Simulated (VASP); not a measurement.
Here is a VASP 6.6.1 calculation.

File INCAR:

```
ALGO     = Normal         # electronic algorithm
EDIFF    = 1E-7           # SCF threshold, eV
EDIFFG   = -0.01          # ionic threshold
ENCUT    = 520            # plane-wave cutoff, eV
GGA      = PS             # functional
IBRION   = 2              # ionic algorithm
ISIF     = 2              # what is computed and relaxed
ISMEAR   = 0              # smearing method
LASPH    = True           # aspherical terms in the spheres
LCHARG   = False          # write CHGCAR
LREAL    = False          # projectors in reciprocal space
LWAVE    = False          # write WAVECAR
NELM     = 60             # most SCF steps
NSW      = 60             # ionic steps
PREC     = Accurate       # precision mode
SIGMA    = 0.05           # smearing width, eV
```

The input KPOINTS:

```
k-points
0
Gamma
  1 1 1
```

POSCAR

```
H
1.0
    9.0000000000      0.0000000000      0.0000000000
    0.0000000000      9.5000000000      0.0000000000
    0.0000000000      0.0000000000     10.0000000000
H
2
Direct
    0.5000000000      0.5000000000      0.4625000000
    0.5000000000      0.5000000000      0.5375000000
```

Potentials or basis: VASP PAW PBE potentials, release 64 (H).

Launch:

```sh
$ cat potpaw_PBE.64/H/POTCAR > POTCAR
$ mpirun -np 1 vasp_gam > vasp.out
```

(1) Estimate the energy gained by relaxing.

(2) What does it give for the gap between the frontier levels?

Answers

(1) 0.6 meV/atom.

(2) 9.94 eV.
